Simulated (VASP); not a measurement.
A run of VASP 6.6.1 is set up as follows.

The input INCAR:

```
  PREC = Accurate
  ENCUT = 520
  EDIFF = 1E-6
  ISMEAR = 0
  SIGMA = 0.15
  LREAL = F
  LASPH = T
  NELM = 100
  ALGO = Normal
  ISIF = 2
  LWAVE = F
  LCHARG = T
  GGA = PS
  LELF = T
  LVHAR = T
  NBANDS = 16
```

File KPOINTS:

```
Automatic mesh
0
Gamma
  18 18 18
```

POSCAR

```
AgO
1.0
    0.0000000000      2.2063548676      2.8682613279
    2.2063548676      0.0000000000      2.8682613279
    2.2063548676      2.2063548676      0.0000000000
Ag O
1 1
Direct
    0.0000000000      0.0000000000      0.0000000000
    0.7500000000      0.7500000000      0.7500000000
```

Potentials or basis: VASP PAW PBE potentials, release 64 (Ag, O).

Launch:

```bash
$ cat potpaw_PBE.64/Ag/POTCAR potpaw_PBE.64/O/POTCAR > POTCAR
$ mpirun -np 1 vasp_std > vasp.out
```

Estimate the pressure.

4.6 GPa.

Estimate the band gap on the k mesh.

zero (an odd number of electrons rules out a gap without spin polarisation).

Stress tensor (GPa, compression positive):
```
3.83 0.00 0.00
0.00 3.83 0.00
0.00 0.00 6.24
```

Caveat: the cell stands under pressure; the PAW data sets were made with another functional, which shifts forces and pressure a little; an odd number of electrons without spin polarisation forces a metal; a magnetic or distorted state may lie lower.
